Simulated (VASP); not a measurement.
# CaO (Fm-3m) in VASP: a series of runs, part 2 of 2

VASP 6.6.1. The steps go on from the part before.

**3. Single point, r2SCAN**

File POSCAR:

```
CaO
1.0
    0.0000000000      2.3975501144      2.3975501144
    2.3975501144      0.0000000000      2.3975501144
    2.3975501144      2.3975501144      0.0000000000
Ca O
1 1
Direct
    0.0000000000      0.0000000000      0.0000000000
    0.5000000000      0.5000000000      0.5000000000
```

File INCAR.step1:

```
SYSTEM = CaO
ALGO = Normal ; EDIFF = 1E-4
ENCUT = 520 ; GGA = PE
ISMEAR = -1 ; LASPH = .True.
LCHARG = .False. ; LREAL = .False.
LWAVE = .True. ; NBANDS = 15
NELM = 100 ; PREC = Accurate
SIGMA = 0.02
```

File INCAR.step2:

```
SYSTEM = CaO
ALGO = Normal ; EDIFF = 1E-6
ENCUT = 520 ; ISIF = 2
ISMEAR = -1 ; ISTART = 1
LASPH = .True. ; LCHARG = .True.
LELF = .True. ; LMIXTAU = .True.
LREAL = .False. ; LVHAR = .True.
LWAVE = .False. ; METAGGA = R2SCAN
NBANDS = 15 ; NELM = 100
PREC = Accurate ; SIGMA = 0.02
```

File KPOINTS:

```
k-points
0
Gamma
  8 8 8
  0 0 0
```

Potentials or basis: VASP PAW PBE potentials, release 64 (Ca_sv, O).

Command:

```console
$ cat potpaw_PBE.64/Ca_sv/POTCAR potpaw_PBE.64/O/POTCAR > POTCAR
$ cp INCAR.step1 INCAR
$ mpirun -np 1 vasp_std > vasp.out
$ cp INCAR.step2 INCAR
$ mpirun -np 1 vasp_std > vasp.out
```

OUTCAR:

```text
SYSTEM = CaO
   EDIFF = 1E-6
   ENCUT = 520
   ISIF = 2
   ISMEAR = -1
   ISTART = 1
   LASPH = .True.
   LREAL = .False.
   METAGGA = R2SCAN
   NELM = 100
   PREC = Accurate

 ion  position               nearest neighbor table
   1  0.000  0.000  0.000-   2 2.40   2 2.40   2 2.40   2 2.40   2 2.40   2 2.40
   2  0.500  0.500  0.500-   1 2.40   1 2.40   1 2.40   1 2.40   1 2.40   1 2.40

  LATTYP: Found a face centered cubic cell.
 ALAT       =     4.7951002288

  Lattice vectors:

 A1 = (   0.0000000000,   2.3975501144,   2.3975501144)
 A2 = (   2.3975501144,   0.0000000000,   2.3975501144)
 A3 = (   2.3975501144,   2.3975501144,   0.0000000000)

Analysis of symmetry for initial positions (statically):
=====================================================================
 Subroutine PRICEL returns:
 Original cell was already a primitive cell.

 Routine SETGRP: Setting up the symmetry group for a
 face centered cubic supercell.

 Subroutine GETGRP returns: Found 48 space group operations
 (whereof 48 operations were pure point group operations)
 out of a pool of 48 trial point group operations.

The static configuration has the point symmetry O_h .

Analysis of symmetry for dynamics (positions and initial velocities):
=====================================================================
 Subroutine PRICEL returns:
 Original cell was already a primitive cell.

 Routine SETGRP: Setting up the symmetry group for a
 face centered cubic supercell.

 Subroutine GETGRP returns: Found 48 space group operations
 (whereof 48 operations were pure point group operations)
 out of a pool of 48 trial point group operations.

The dynamic configuration has the point symmetry O_h .

 Subroutine INISYM returns: Found 48 space group operations
 (whereof 48 operations are pure point group operations),
 and found     1 'primitive' translations

----------------------------------------------------------------------------------------

                                     Primitive cell

  volume of cell :      27.5634

  direct lattice vectors                    reciprocal lattice vectors
     0.000000000  2.397550114  2.397550114    -0.208546214  0.208546214  0.208546214
     2.397550114  0.000000000  2.397550114     0.208546214 -0.208546214  0.208546214
     2.397550114  2.397550114  0.000000000     0.208546214  0.208546214 -0.208546214

  length of vectors
     3.390647888  3.390647888  3.390647888     0.361212639  0.361212639  0.361212639

  position of ions in fractional coordinates (direct lattice)
     0.000000000  0.000000000  0.000000000
     0.500000000  0.500000000  0.500000000

  ion indices of the primitive-cell ions
   primitive index   ion index
                 1           1
                 2           2

----------------------------------------------------------------------------------------

 KPOINTS: k-points

Automatic generation of k-mesh.
 Grid dimensions read from file:
 generate k-points for:    8    8    8

 Generating k-lattice:

  Cartesian coordinates                     Fractional coordinates (reciprocal lattice)
[... 39 lines left out ...]
  0.500000  0.250000  0.125000     48.000000
 -0.375000  0.250000  0.125000     24.000000
 [... further k-points ...]
   k-points           NKPTS =     29   k-points in BZ     NKDIM =     29   number of bands    NBANDS=     15
   number of dos      NEDOS =    301   number of ions     NIONS =      2
   total plane-waves  NPLWV =  21952
   dimension x,y,z NGX =    28 NGY =   28 NGZ =   28
   dimension x,y,z NGXF=    56 NGYF=   56 NGZF=   56
   ions per type =               1   1
   NGX,Y,Z   is equivalent  to a cutoff of  13.73, 13.73, 13.73 a.u.
   NGXF,Y,Z  is equivalent  to a cutoff of  27.46, 27.46, 27.46 a.u.
 SYSTEM =  CaO
   PREC   = accura    normal or accurate (medium, high low for compatibility)
   ISTART =      1    job   : 0-new  1-cont  2-samecut
   ICHARG =      0    charge: 1-file 2-atom 10-const
   ISPIN  =      1    spin polarized calculation?
   LNONCOLLINEAR =      F non collinear calculations
   LSORBIT =      F    spin-orbit coupling
   LASPH  =      T    aspherical Exc in radial PAW
   ENCUT  =  520.0 eV  38.22 Ry    6.18 a.u.   6.30  6.30  6.30*2*pi/ulx,y,z
   NELM   =    100;   NELMIN=  2; NELMDL=  0     # of ELM steps
   EDIFF  = 0.1E-05   stopping-criterion for ELM
   LREAL  =      F    real-space projection
   EDIFFG = 0.1E-04   stopping-criterion for IOM
   NSW    =      0    number of steps for IOM
   IBRION =     -1    ionic relax: 0-MD 1-quasi-New 2-CG
   NFREE  =      0    steps in history (QN), initial steepest desc. (CG)
   ISIF   =      2    stress and relaxation
   ISYM   =      2    0-nonsym 1-usesym 2-fastsym
   POTIM  = 0.5000    time-step for ionic-motion
   TEBEG  =    0.0;   TEEND  =   0.0 temperature during run
   PSTRESS=    0.0 pullay stress
   NELECT =      16.0000    total number of electrons
   NUPDOWN=      -1.0000    fix difference up-down
   EMIN   =  10.00;   EMAX   =-10.00  energy-range for DOS
   EFERMI =   0.00;   METHOD = LEGACY
   ISMEAR =    -1;   SIGMA  =   0.02  broadening in eV -4-tet -1-fermi 0-gaus
   EFERMI_NEDOS =   21; number of points for ismear=-14 and -15
   IALGO  =     38    algorithm
   IMIX   =      4    mixing-type and parameters
     AMIX     =   0.40;   BMIX     =  1.00
     AMIX_MAG =   1.60;   BMIX_MAG =  1.00
  volume/ion in A,a.u.               =      13.78        93.00
  Fermi-wavevector in a.u.,A,eV,Ry     =   1.365643  2.580691 25.374598  1.864980
  Thomas-Fermi vector in A             =   2.491853
   LORBIT       =      0    0 simple, 1 ext, 2 COOP (PROOUT), +10 PAW based schemes
   METAGGA = R2SCAN    functional components
   LHFCALC =     F    Hartree Fock is set to
   AEXX    =    0.0000 exact exchange contribution
   IVDW    =     0    specifies the selected vdW correction
   LEPSILON=     F    determine dielectric tensor
   LRPA    =     F    only Hartree local field effects (RPA)
 non-spin polarized calculation
  energy-cutoff  :      520.00
  volume of cell :       27.56
 maximum number of plane-waves:       754
 NGX is ok and might be reduce to    28
   NGX = 13   NGY = 13   NGZ = 13

 number of electron      15.9999997 magnetization

 Free energy of the ion-electron system (eV)
  ---------------------------------------------------
  ext. energy  EPLUGINS =         0.00000000
  ---------------------------------------------------
  free energy    TOTEN  =       -19.45304764 eV

  energy without entropy =      -19.45304764  energy(sigma->0) =      -19.45304764

 E-fermi :   2.6014     XC(G=0): -11.1120

 val. band max:        2.0547718772   @ k =   0.0000   0.0000   0.0000
 cond. band min:       6.2418387315   @ k =   0.5000   0.5000   0.0000
 fundamental gap:      4.1870668544
 Fermi energy:         2.6013873928

 k-point     1 :       0.0000    0.0000    0.0000
  band No.  band energies     occupation
      1     -36.9712      2.00000
      2     -16.8580      2.00000
      3     -16.8580      2.00000
      4     -16.8579      2.00000
      5     -14.4323      2.00000
      6       2.0548      2.00000
      7       2.0548      2.00000
      8       2.0548      2.00000
      9       7.5434      0.00000
     10       8.9256      0.00000
     11       8.9256      0.00000
     12       8.9256      0.00000
     13      10.5337      0.00000
     14      10.5337      0.00000
[... 401 lines left out ...]
      2     -17.8439      2.00000
      3     -17.0986      2.00000
      4     -16.9847      2.00000
      5     -13.4325      2.00000
      6       0.0189      2.00000
      7       0.9297      2.00000
      8       0.9925      2.00000
      9       9.4642      0.00000
     10       9.5530      0.00000
     11      11.5492      0.00000
     12      11.7814      0.00000
     13      13.0885      0.00000
     14      14.8586      0.00000
     15      17.0270      0.00000

 [... further k-points ...]

------------------------ aborting loop because EDIFF is reached ----------------------------------------

  FORCE on cell =-STRESS in cart. coord.  units (eV):
  Direction    XX          YY          ZZ          XY          YZ          ZX
  --------------------------------------------------------------------------------------
  -------------------------------------------------------------------------------------
  Total        0.1780420      0.1780420      0.1780420      0.0000000      0.0000000      0.0000000
  in kB       10.3490405     10.3490405     10.3490405      0.0000000      0.0000000      0.0000000
  external PRESSURE =      10.3490405 kB  Pullay stress =       0.0000000 kB

 VOLUME and BASIS-vectors are now :
 -----------------------------------------------------------------------------
  energy-cutoff  :      520.00
  volume of cell :       27.56
      direct lattice vectors                 reciprocal lattice vectors
     0.000000000  2.397550114  2.397550114    -0.208546214  0.208546214  0.208546214
     2.397550114  0.000000000  2.397550114     0.208546214 -0.208546214  0.208546214
     2.397550114  2.397550114  0.000000000     0.208546214  0.208546214 -0.208546214

 POSITION                                       TOTAL-FORCE (eV/Angst)
 -----------------------------------------------------------------------------------
      0.00000      0.00000      0.00000        -0.000000     -0.000000     -0.000000
      2.39755      2.39755      2.39755         0.000000      0.000000      0.000000
 -----------------------------------------------------------------------------------
    total drift:                                0.000000      0.000000      0.000000

  FREE ENERGIE OF THE ION-ELECTRON SYSTEM (eV)
  ---------------------------------------------------
  free  energy   TOTEN  =       -19.4530476379 eV

  energy  without entropy=      -19.4530476379  energy(sigma->0) =      -19.45304764
```

It took 53 s on 1 thread of Intel Xeon 6975P-C, shared host; peak memory 0.17 GiB.

Results:

| Property | Result |
| --- | --- |
| Free energy | -19.4530 eV |
| Pressure | 1.0 GPa |
| Band gap on the k mesh | 4.19 eV, indirect (least direct gap 4.56 eV) |

Caveat: the PAW data sets were made with another functional, which shifts forces and pressure a little.

**4. Single point, r2SCAN**

POSCAR is that of step 3.

File INCAR.step1:

```
SYSTEM = CaO
PREC = Accurate
ENCUT = 520
ISMEAR = 0
SIGMA = 0.01
LREAL = .FALSE.
LASPH = .TRUE.
NELM = 60
NBANDS = 15
GGA = PE
ALGO = Normal
EDIFF = 1E-4
LWAVE = .TRUE.
LCHARG = .FALSE.
```

File INCAR.step2:

```
SYSTEM = CaO
PREC = Accurate
ENCUT = 520
EDIFF = 1E-7
ISMEAR = 0
SIGMA = 0.01
LREAL = .FALSE.
LASPH = .TRUE.
NELM = 60
ALGO = Normal
ISIF = 2
LWAVE = .FALSE.
LCHARG = .FALSE.
METAGGA = R2SCAN
LMIXTAU = .TRUE.
NBANDS = 15
ISTART = 1
```

File KPOINTS:

```
regular mesh
0
G
  10 10 10
  0 0 0
```

Potentials or basis: VASP PAW PBE potentials, release 64 (Ca_sv, O).

Command:

```console
$ cat potpaw_PBE.64/Ca_sv/POTCAR potpaw_PBE.64/O/POTCAR > POTCAR
$ cp INCAR.step1 INCAR
$ mpirun -np 1 vasp_std > vasp.out
$ cp INCAR.step2 INCAR
$ mpirun -np 1 vasp_std > vasp.out
```

OUTCAR:

```text
SYSTEM = CaO
   PREC = Accurate
   ENCUT = 520
   EDIFF = 1E-7
   ISMEAR = 0
   LREAL = .FALSE.
   LASPH = .TRUE.
   NELM = 60
   ISIF = 2
   METAGGA = R2SCAN
   ISTART = 1

 ion  position               nearest neighbor table
   1  0.000  0.000  0.000-   2 2.40   2 2.40   2 2.40   2 2.40   2 2.40   2 2.40
   2  0.500  0.500  0.500-   1 2.40   1 2.40   1 2.40   1 2.40   1 2.40   1 2.40

  LATTYP: Found a face centered cubic cell.
 ALAT       =     4.7951002288

  Lattice vectors:

 A1 = (   0.0000000000,   2.3975501144,   2.3975501144)
 A2 = (   2.3975501144,   0.0000000000,   2.3975501144)
 A3 = (   2.3975501144,   2.3975501144,   0.0000000000)

Analysis of symmetry for initial positions (statically):
=====================================================================
 Subroutine PRICEL returns:
 Original cell was already a primitive cell.

 Routine SETGRP: Setting up the symmetry group for a
 face centered cubic supercell.

 Subroutine GETGRP returns: Found 48 space group operations
 (whereof 48 operations were pure point group operations)
 out of a pool of 48 trial point group operations.

The static configuration has the point symmetry O_h .

[... 177 lines left out ...]
      8       2.0549      2.00000
      9       7.5432      0.00000
     10       8.9254      0.00000
     11       8.9255      0.00000
     12       8.9255      0.00000
     13      10.5335      0.00000
     14      10.5335      0.00000
[... 401 lines left out ...]
      2     -17.5567      2.00000
      3     -17.0613      2.00000
      4     -17.0330      2.00000
      5     -13.8754      2.00000
      6       0.3846      2.00000
      7       1.5070      2.00000
      8       1.6029      2.00000
      9       6.9289      0.00000
     10      10.4914      0.00000
     11      11.6027      0.00000
     12      11.6615      0.00000
     13      11.8020      0.00000
     14      13.7650      0.00000
     15      18.8273      0.00000

 [... further k-points ...]

------------------------ aborting loop because EDIFF is reached ----------------------------------------

  FORCE on cell =-STRESS in cart. coord.  units (eV):
  Direction    XX          YY          ZZ          XY          YZ          ZX
  --------------------------------------------------------------------------------------
  -------------------------------------------------------------------------------------
  Total        0.1819733      0.1819733      0.1819733      0.0000000      0.0000000      0.0000000
  in kB       10.5775495     10.5775495     10.5775495      0.0000000      0.0000000      0.0000000
  external PRESSURE =      10.5775495 kB  Pullay stress =       0.0000000 kB

 VOLUME and BASIS-vectors are now :
 -----------------------------------------------------------------------------
  energy-cutoff  :      520.00
  volume of cell :       27.56
      direct lattice vectors                 reciprocal lattice vectors
     0.000000000  2.397550114  2.397550114    -0.208546214  0.208546214  0.208546214
     2.397550114  0.000000000  2.397550114     0.208546214 -0.208546214  0.208546214
     2.397550114  2.397550114  0.000000000     0.208546214  0.208546214 -0.208546214

 POSITION                                       TOTAL-FORCE (eV/Angst)
 -----------------------------------------------------------------------------------
      0.00000      0.00000      0.00000        -0.000000     -0.000000     -0.000000
      2.39755      2.39755      2.39755         0.000000      0.000000      0.000000
 -----------------------------------------------------------------------------------
    total drift:                                0.000000      0.000000      0.000000

  FREE ENERGIE OF THE ION-ELECTRON SYSTEM (eV)
  ---------------------------------------------------
  free  energy   TOTEN  =       -19.4530453327 eV

  energy  without entropy=      -19.4530453327  energy(sigma->0) =      -19.45304533
```

It took 1.8 min on 1 thread of Intel Xeon 6975P-C, shared host; peak memory 0.17 GiB.

Results:

| Property | Result |
| --- | --- |
| Free energy | -19.4530 eV |
| Pressure | 1.1 GPa |
| Band gap on the k mesh | 4.19 eV, indirect (least direct gap 4.56 eV) |

Levels at points of the mesh, in eV from the valence-band top:
| k point | band 6 | band 7 | band 8 | band 9 | band 10 | band 11 |
| --- | --- | --- | --- | --- | --- | --- |
| (0.00, 0.00, 0.00) | 0.00 | 0.00 | 0.00 | 5.49 | 6.87 | 6.87 |
| (0.50, 0.00, 0.00) | -2.62 | -1.21 | -1.21 | 7.73 | 9.09 | 9.09 |
| (0.50, 0.50, 0.00) | -1.29 | -0.37 | -0.37 | 4.19 | 8.82 | 9.67 |

Caveat: the PAW data sets were made with another functional, which shifts forces and pressure a little.

**5. Overview**

| level | potentials or basis | k mesh | smearing | gap on the mesh (eV) | pressure (GPa) |
| --- | --- | --- | --- | --- | --- |
| LDA | VASP PAW LDA potentials, release 64 (Ca_sv, O) | 10 × 10 × 10 | gaussian 0.01 eV | 3.46 | -5.5 |
| r2SCAN | VASP PAW PBE potentials, release 64 (Ca_sv, O) | 8 × 8 × 8 | fermi-dirac 0.02 eV | 4.19 | 1.0 |
| r2SCAN | VASP PAW PBE potentials, release 64 (Ca_sv, O) | 10 × 10 × 10 | gaussian 0.01 eV | 4.19 | 1.1 |

Alike in all rows: task single point; no spin polarisation; cell a = 3.391 Å, angles 60.0°, 2 atoms; cutoff (eV) 520.

Caveats: the PAW data sets were made with another functional, which shifts forces and pressure a little (some runs).

Total energies depend on the potentials used, so only differences within one code and one set of settings carry meaning.
